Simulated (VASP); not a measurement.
A run of VASP 6.6.1 is set up as follows.

INCAR

```
SYSTEM = BaTiO3
PREC = Accurate
ENCUT = 520
EDIFF = 1E-6
ISMEAR = -1
SIGMA = 0.05
LREAL = .False.
LASPH = .True.
NELM = 150
ALGO = Normal
ISIF = 2
LWAVE = .False.
LCHARG = .False.
LMAXMIX = 4
LDAU = .True.
LDAUTYPE = 2
LDAUL = -1 2 -1
LDAUU = 0 6 0
LDAUJ = 0 0 0
LDAUPRINT = 1
GGA = PE
NBANDS = 28
```

KPOINTS

```
Automatic mesh
0
Gamma
  7 7 7
  0 0 0
```

The input POSCAR:

```
BaTiO3
1.0
    2.8276681600      1.6325549700      2.3177316100
   -2.8276681600      1.6325549700      2.3177316100
    0.0000000000     -3.2651099400      2.3177316100
Ba Ti O
1 1 3
Direct
    0.0334731600      0.9884685300      0.0018377600
    0.5061032600      0.5274847800      0.5372321600
    0.4862471500      0.4971470800      0.9711514600
    0.4740898700      0.9864150100      0.4720123700
    0.9787865600      0.4791845900      0.4964662400
```

Potentials or basis: VASP PAW PBE potentials, release 64 (Ba_sv, Ti_sv, O).

Run with:

```bash
$ cat potpaw_PBE.64/Ba_sv/POTCAR potpaw_PBE.64/Ti_sv/POTCAR potpaw_PBE.64/O/POTCAR > POTCAR
$ mpirun -np 1 vasp_std > vasp.out
```

Problem. Estimate the largest force.

Solution. 4.158 eV/Å.

Problem. What does it give for the band gap on the k mesh?

Solution. 3.42 eV (least direct gap 3.94 eV).

Problem. Estimate the pressure.

Solution. 17.3 GPa.

Stress tensor (GPa, compression positive):
```
14.95 -0.34 -0.26
-0.34 20.92 -5.57
-0.26 -5.57 16.09
```

Caveat: the cell stands under pressure; spin-orbit coupling is left out, which moves the levels of the heavy elements; an odd mesh through Γ misses points on the zone boundary, where band edges can lie; forces of over 1 eV/Å act on the atoms, so gaps and moduli don't describe the material at rest.
